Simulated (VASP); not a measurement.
# Au (P6_3/mmc) in VASP: further runs

Au is run at these levels: LDA; tasks: single point.

Program: VASP 6.6.1. These are calculated values, not measurements. Logs are shortened: lines on timing, memory, paths and dates and some standing lists are left out, and cuts for length are marked.

### 1 The cell of the first run

Symmetry: P6_3/mmc, No. 194, hexagonal system. Conventional cell: a = 2.938 Å, b = 2.938 Å, c = 4.944 Å, α = 90.00°, β = 90.00°, γ = 120.00°. Au (site symmetry -6m2) has 12 Au at 2.94 to 3.00 Å within 3.9 Å.

### 2 Single point, LDA (volume scaled by 1.04)

File INCAR:

```
ALGO     = Normal         # electronic algorithm
EDIFF    = 1E-6           # SCF threshold, eV
ENCUT    = 520            # plane-wave cutoff, eV
ISIF     = 2              # what is computed and relaxed
ISMEAR   = -1             # smearing method
LASPH    = T              # aspherical terms in the spheres
LCHARG   = F              # write CHGCAR
LREAL    = F              # projectors in reciprocal space
LWAVE    = F              # write WAVECAR
NBANDS   = 18             # bands
NELM     = 60             # most SCF steps
PREC     = Accurate       # precision mode
SIGMA    = 0.03           # smearing width, eV
```

File KPOINTS:

```
k-points
0
Gamma
  14 14 8
```

File POSCAR:

```
Au
1.0
    2.9381606606      0.0000000000      0.0000000000
   -1.4690803303      2.5445217725      0.0000000000
    0.0000000000      0.0000000000      4.9442178906
Au
2
Direct
    0.3333333333      0.6666666667      0.7500000000
    0.6666666667      0.3333333333      0.2500000000
```

Potentials or basis: VASP PAW LDA potentials, release 64 (Au).

Launch:

```bash
cat potpaw_LDA.64/Au/POTCAR > POTCAR
mpirun -np 1 vasp_std > vasp.out
```

OUTCAR:

```text
EDIFF = 1E-6
   ENCUT = 520
   ISIF = 2
   ISMEAR = -1
   LASPH = T
   LREAL = F
   NELM = 60
   PREC = Accurate

 ion  position               nearest neighbor table
   1  0.333  0.667  0.750-   2 3.00   2 3.00   2 3.00   2 3.00   2 3.00   2 3.00
   2  0.667  0.333  0.250-   1 3.00   1 3.00   1 3.00   1 3.00   1 3.00   1 3.00

  LATTYP: Found a hexagonal cell.
 ALAT       =     2.9381606606
 C/A-ratio  =     1.6827595430

  Lattice vectors:

 A1 = (   2.9381606606,   0.0000000000,   0.0000000000)
 A2 = (  -1.4690803303,   2.5445217725,   0.0000000000)
 A3 = (   0.0000000000,   0.0000000000,   4.9442178906)

Analysis of symmetry for initial positions (statically):
=====================================================================
 Subroutine PRICEL returns:
 Original cell was already a primitive cell.

 Routine SETGRP: Setting up the symmetry group for a
 hexagonal supercell.

 Subroutine GETGRP returns: Found 24 space group operations
 (whereof 12 operations were pure point group operations)
 out of a pool of 24 trial point group operations.

The static configuration has the point symmetry D_3d.
 The point group associated with its full space group is D_6h.

Analysis of symmetry for dynamics (positions and initial velocities):
=====================================================================
 Subroutine PRICEL returns:
 Original cell was already a primitive cell.

 Routine SETGRP: Setting up the symmetry group for a
 hexagonal supercell.

 Subroutine GETGRP returns: Found 24 space group operations
 (whereof 12 operations were pure point group operations)
 out of a pool of 24 trial point group operations.

The dynamic configuration has the point symmetry D_3d.
 The point group associated with its full space group is D_6h.

 Subroutine INISYM returns: Found 24 space group operations
 (whereof 12 operations are pure point group operations),
 and found     1 'primitive' translations

----------------------------------------------------------------------------------------

                                     Primitive cell

  volume of cell :      36.9640

  direct lattice vectors                    reciprocal lattice vectors
     2.938160661  0.000000000  0.000000000     0.340348985  0.196500578  0.000000000
[... 76 lines left out ...]
 SYSTEM =  unknown system
   PREC   = accura    normal or accurate (medium, high low for compatibility)
   ISTART =      0    job   : 0-new  1-cont  2-samecut
   ICHARG =      2    charge: 1-file 2-atom 10-const
   ISPIN  =      1    spin polarized calculation?
   LNONCOLLINEAR =      F non collinear calculations
   LSORBIT =      F    spin-orbit coupling
   LASPH  =      T    aspherical Exc in radial PAW
   ENCUT  =  520.0 eV  38.22 Ry    6.18 a.u.   5.46  5.46  9.19*2*pi/ulx,y,z
   NELM   =     60;   NELMIN=  2; NELMDL= -5     # of ELM steps
   EDIFF  = 0.1E-05   stopping-criterion for ELM
   LREAL  =      F    real-space projection
   EDIFFG = 0.1E-04   stopping-criterion for IOM
   NSW    =      0    number of steps for IOM
   IBRION =     -1    ionic relax: 0-MD 1-quasi-New 2-CG
   NFREE  =      0    steps in history (QN), initial steepest desc. (CG)
   ISIF   =      2    stress and relaxation
   ISYM   =      2    0-nonsym 1-usesym 2-fastsym
   POTIM  = 0.5000    time-step for ionic-motion
   TEBEG  =    0.0;   TEEND  =   0.0 temperature during run
   PSTRESS=    0.0 pullay stress
   NELECT =      22.0000    total number of electrons
   NUPDOWN=      -1.0000    fix difference up-down
   EMIN   =  10.00;   EMAX   =-10.00  energy-range for DOS
   EFERMI =   0.00;   METHOD = LEGACY
   ISMEAR =    -1;   SIGMA  =   0.03  broadening in eV -4-tet -1-fermi 0-gaus
   EFERMI_NEDOS =   21; number of points for ismear=-14 and -15
   IALGO  =     38    algorithm
   IMIX   =      4    mixing-type and parameters
     AMIX     =   0.40;   BMIX     =  1.00
     AMIX_MAG =   1.60;   BMIX_MAG =  1.00
  volume/ion in A,a.u.               =      18.48       124.72
  Fermi-wavevector in a.u.,A,eV,Ry     =   1.377070  2.602285 25.801017  1.896321
  Thomas-Fermi vector in A             =   2.502257
   LORBIT       =      0    0 simple, 1 ext, 2 COOP (PROOUT), +10 PAW based schemes
   GGA     = CA    functional components
   LHFCALC =     F    Hartree Fock is set to
   AEXX    =    0.0000 exact exchange contribution
   IVDW    =     0    specifies the selected vdW correction
   LEPSILON=     F    determine dielectric tensor
   LRPA    =     F    only Hartree local field effects (RPA)
 non-spin polarized calculation
  energy-cutoff  :      520.00
  volume of cell :       36.96
 maximum number of plane-waves:      1026
 NGX is ok and might be reduce to    24
   NGX = 11   NGY = 11   NGZ = 19

 number of electron      21.9999998 magnetization

 Free energy of the ion-electron system (eV)
  ---------------------------------------------------
  ext. energy  EPLUGINS =         0.00000000
  ---------------------------------------------------
  free energy    TOTEN  =        -8.67814193 eV

  energy without entropy =       -8.67434145  energy(sigma->0) =       -8.67624169

 E-fermi :   7.9339     XC(G=0): -12.5167

 val. band max:        7.9143768766   @ k =   0.3571   0.1429   0.2500
 cond. band min:       7.9344444469   @ k =   0.2857   0.2143   0.2500
 fundamental gap:      0.0200675703
 Fermi energy:         7.9339349032

 k-point     1 :       0.0000    0.0000    0.0000
  band No.  band energies     occupation
      1      -1.1185      2.00000
      2       1.2321      2.00000
      3       3.5105      2.00000
      4       3.7732      2.00000
      5       3.7732      2.00000
      6       4.0410      2.00000
[... 481 lines left out ...]
      5       3.6176      2.00000
      6       3.7351      2.00000
[... 10 lines left out ...]
     17      18.4421      0.00000
     18      18.7066      0.00000

 [... further k-points ...]
[... 5 lines left out ...]
  --------------------------------------------------------------------------------------
  -------------------------------------------------------------------------------------
  Total       -3.4148694     -3.4148694     -3.3171135     -0.0000000      0.0000000      0.0000000
  in kB     -148.0148757   -148.0148757   -143.7777221     -0.0000000      0.0000000      0.0000000
  external PRESSURE =    -146.6024912 kB  Pullay stress =       0.0000000 kB

 VOLUME and BASIS-vectors are now :
 -----------------------------------------------------------------------------
  energy-cutoff  :      520.00
  volume of cell :       36.96
      direct lattice vectors                 reciprocal lattice vectors
     2.938160661  0.000000000  0.000000000     0.340348985  0.196500578  0.000000000
    -1.469080330  2.544521773  0.000000000     0.000000000  0.393001157  0.000000000
     0.000000000  0.000000000  4.944217891     0.000000000  0.000000000  0.202256458

 POSITION                                       TOTAL-FORCE (eV/Angst)
 -----------------------------------------------------------------------------------
     -0.00000      1.69635      3.70816         0.000000      0.000000      0.000000
      1.46908      0.84817      1.23605        -0.000000     -0.000000      0.000000
 -----------------------------------------------------------------------------------
    total drift:                               -0.000000      0.000000     -0.000000

  FREE ENERGIE OF THE ION-ELECTRON SYSTEM (eV)
  ---------------------------------------------------
  free  energy   TOTEN  =        -8.6781419293 eV

  energy  without entropy=       -8.6743414545  energy(sigma->0) =       -8.67624169
```

OSZICAR:

```text
N       E                     dE             d eps       ncg     rms          rms(c)
DAV:   1     0.119517478125E+03    0.11952E+03   -0.11597E+04  4320   0.118E+03
DAV:   2    -0.718463196991E+01   -0.12670E+03   -0.12075E+03  4596   0.256E+02
DAV:   3    -0.932316006206E+01   -0.21385E+01   -0.21253E+01  5118   0.332E+01
DAV:   4    -0.933246027619E+01   -0.93002E-02   -0.92983E-02  4862   0.230E+00
DAV:   5    -0.933254251447E+01   -0.82238E-04   -0.82239E-04  4770   0.232E-01    0.106E+01
DAV:   6    -0.871348584108E+01    0.61906E+00   -0.12868E+00  4440   0.101E+01    0.696E+00
DAV:   7    -0.868340230419E+01    0.30084E-01   -0.57616E-02  4874   0.206E+00    0.346E+00
DAV:   8    -0.867813670166E+01    0.52656E-02   -0.34326E-03  4540   0.509E-01    0.269E-01
DAV:   9    -0.867813981367E+01   -0.31120E-05   -0.15597E-05  4972   0.326E-02    0.166E-02
DAV:  10    -0.867814196005E+01   -0.21464E-05   -0.16174E-06  3964   0.120E-02    0.716E-03
DAV:  11    -0.867814192932E+01    0.30739E-07   -0.73046E-08  2344   0.220E-03
   1 F= -.86781419E+01 E0= -.86762417E+01  d E =-.380047E-02
```

stdout:

```text
POSCAR found type information on POSCAR Au
 POSCAR found :  1 types and       2 ions
 scaLAPACK will be used
 LDA part: xc-table for (Slater(with rela. corr.)+CA(PZ))
 , standard interpolation
 POSCAR, INCAR and KPOINTS ok, starting setup
 FFT: planning ... GRIDC
 FFT: planning ... GRID_SOFT
 FFT: planning ... GRID
 WAVECAR not read
 entering main loop
```

It took 60 s on 1 thread of Intel Xeon 8259CL, shared host; peak memory 0.19 GiB.

Results:

| Quantity | Value |
| --- | --- |
| Free energy | -8.6781 eV |
| Pressure | -14.7 GPa |
| Band gap on the k mesh | zero (band 11 reaches 11.55 eV, above the bottom of band 12 at 5.46 eV) |

Caveat: spin-orbit coupling is left out, which moves the levels of the heavy elements.

### 3 Single point, LDA (equal xx and yy strain of +2 %)

File INCAR:

```
SYSTEM = Au
  ALGO = Normal
  EDIFF = 1E-6
  ENCUT = 520
  ISIF = 2
  ISMEAR = -1
  LASPH = .True.
  LCHARG = .True.
  LELF = .True.
  LREAL = .False.
  LVHAR = .True.
  LWAVE = .False.
  NBANDS = 18
  NELM = 100
  PREC = Accurate
  SIGMA = 0.03
```

File KPOINTS:

```
k-points
0
Gamma
  14 14 8
  0 0 0
```

File POSCAR:

```
Au
1.0
    2.9579983786      0.0000000000      0.0000000000
   -1.4789991893      2.5617017403      0.0000000000
    0.0000000000      0.0000000000      4.8800000000
Au
2
Direct
    0.3333333333      0.6666666667      0.7500000000
    0.6666666667      0.3333333333      0.2500000000
```

Potentials or basis: VASP PAW LDA potentials, release 64 (Au).

Launch:

```bash
cat potpaw_LDA.64/Au/POTCAR > POTCAR
mpirun -np 1 vasp_std > vasp.out
```

Wall time 63 s (1 thread of Intel Xeon 8259CL, shared host); peak memory 0.19 GiB.

Results (log left out):

```
Free energy            : -8.6755 eV
Pressure               : -14.7 GPa
Band gap on the k mesh : zero (band 11 reaches 11.48 eV, above the bottom of band 12 at 5.45 eV)
```

Stress tensor (GPa, compression positive):
```
-14.93   0.00   0.00
  0.00 -14.93   0.00
  0.00   0.00 -14.32
```

Levels at points of the mesh, in eV from the Fermi level:
| k point | band 7 | band 8 | band 9 | band 10 | band 11 | band 12 | band 13 | band 14 | band 15 | band 16 |
| --- | --- | --- | --- | --- | --- | --- | --- | --- | --- | --- |
| (0.00, 0.00, 0.00) | -3.82 | -3.31 | -3.31 | -2.03 | -2.03 | -0.63 | 2.55 | 14.56 | 15.97 | 16.68 |
| (0.50, 0.00, 0.00) | -3.34 | -1.81 | -1.79 | -1.64 | 0.36 | 1.34 | 5.67 | 6.88 | 7.12 | 9.87 |
| (0.00, 0.00, 0.50) | -4.16 | -4.16 | -2.44 | -2.44 | -2.44 | -2.44 | 10.51 | 10.51 | 14.79 | 14.79 |
| (0.50, 0.00, 0.50) | -2.20 | -2.20 | -1.71 | -1.71 | 0.64 | 0.64 | 3.55 | 3.55 | 13.00 | 13.00 |

Caveat: the cell differs from its parent crystal (equal xx and yy strain of +2 %); spin-orbit coupling is left out, which moves the levels of the heavy elements.

(Part 1 of 2 ends here.)
